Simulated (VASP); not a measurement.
Write the native input for VASP 6.6.1 that does the following.

| Quantity | Value |
| --- | --- |
| Task | single point |
| Functional | PBE |
| Potentials or basis | VASP PAW PBE potentials, release 64 (Ge_d, Pd, F) |
| Cutoff | 520 eV |
| k mesh | 4 × 4 × 4 |
| Occupations | gaussian, width 0.1 eV |
| Spin | no spin polarisation |
| Dipole correction | no |
| Further INCAR settings | ALGO = Normal; EDIFF = 1e-06; NBANDS = 50 |

The structure of Ge2PdF6 lies in POSCAR:

```
Ge2PdF6
1.0
    0.0000000000      3.6922411500      3.6922411500
    3.6922411500      0.0000000000      3.6922411500
    3.6922411500      3.6922411500      0.0000000000
Ge Pd F
2 1 6
Direct
    0.7500000000      0.7500000000      0.7500000000
    0.2500000000      0.2500000000      0.2500000000
    0.0000000000      0.0000000000      0.0000000000
    0.5000000000      0.0000000000      0.0000000000
    0.0000000000      0.5000000000      0.5000000000
    0.0000000000      0.5000000000      0.0000000000
    0.5000000000      0.0000000000      0.5000000000
    0.0000000000      0.0000000000      0.5000000000
    0.5000000000      0.5000000000      0.0000000000
```

This cell differs from its parent crystal: atoms taken out.

One way to write it, as run:

INCAR

```
PREC     = Accurate       # precision mode
ENCUT    = 520            # plane-wave cutoff, eV
EDIFF    = 1E-6           # SCF threshold, eV
ISMEAR   = 0              # smearing method
SIGMA    = 0.1            # smearing width, eV
LREAL    = False          # projectors in reciprocal space
LASPH    = True           # aspherical terms in the spheres
NELM     = 80             # most SCF steps
ALGO     = Normal         # electronic algorithm
ISIF     = 2              # what is computed and relaxed
LWAVE    = False          # write WAVECAR
LCHARG   = False          # write CHGCAR
GGA      = PE             # functional
NBANDS   = 50             # bands
```

KPOINTS

```
Automatic mesh
0
Gamma
  4 4 4
```

Potentials or basis: VASP PAW PBE potentials, release 64 (Ge_d, Pd, F).

Launch:

```console
$ cat potpaw_PBE.64/Ge_d/POTCAR potpaw_PBE.64/Pd/POTCAR potpaw_PBE.64/F/POTCAR > POTCAR
$ mpirun -np 1 vasp_std > vasp.out
```

It gave:

| Property | Result |
| --- | --- |
| Pressure | 48.2 GPa |
| Band gap on the k mesh | zero (bands 40 and 41 overlap by 0.51 eV) |

Caveat: the k points lie up to 0.37 Å⁻¹ apart, too coarse for converged energies and pressures of a metal; the cell differs from its parent crystal (atoms taken out).

Wall time 51 s on 1 thread of Intel(R) Xeon(R) Platinum 8259CL CPU @ 2.50GHz (Skylake/Cascade Lake), on a shared host, peak memory 0.25 GiB.
